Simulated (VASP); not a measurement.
As: single point with PBEsol

As:

```
As
1.0
     1.89458    1.09384    3.35283
    -1.89458    1.09384    3.35283
     0.00000   -2.18768    3.35283
As
2
Direct
  0.77004 0.77004 0.77004
  0.22996 0.22996 0.22996
```

| Quantity | Value |
| --- | --- |
| Program | VASP 6.6.1 |
| Task | single point |
| Functional | PBEsol |
| Potentials or basis | VASP PAW PBE potentials, release 64 (As) |
| Cutoff | 520 eV |
| k mesh | 7 × 7 × 7 |
| Occupations | methfessel-paxton, width 0.05 eV |
| Spin | no spin polarisation |

* Pressure: 0.4 GPa
* Largest force: 0.055 eV/Å

Forces in eV/Å, atoms in the order of the input:
```
As   0.000  0.000 -0.055
As   0.000  0.000  0.055
```

Stress tensor (GPa, compression positive):
```
0.43 0.00 0.00
0.00 0.43 0.00
0.00 0.00 0.29
```

Levels at points of the mesh, in eV from the Fermi level:
```tsv
k point	band 2	band 3	band 4	band 5	band 6	band 7	band 8	band 9
(0.00, 0.00, 0.00)	-5.35	-2.14	-1.92	-1.92	2.26	3.31	3.31	6.61
```

Run time: 9.7 s on 1 thread of Intel(R) Xeon(R) 6975P-C (Granite Rapids), on a shared host, peak memory 0.17 GiB.

Caveat: the PAW data sets were made with another functional, which shifts forces and pressure a little.
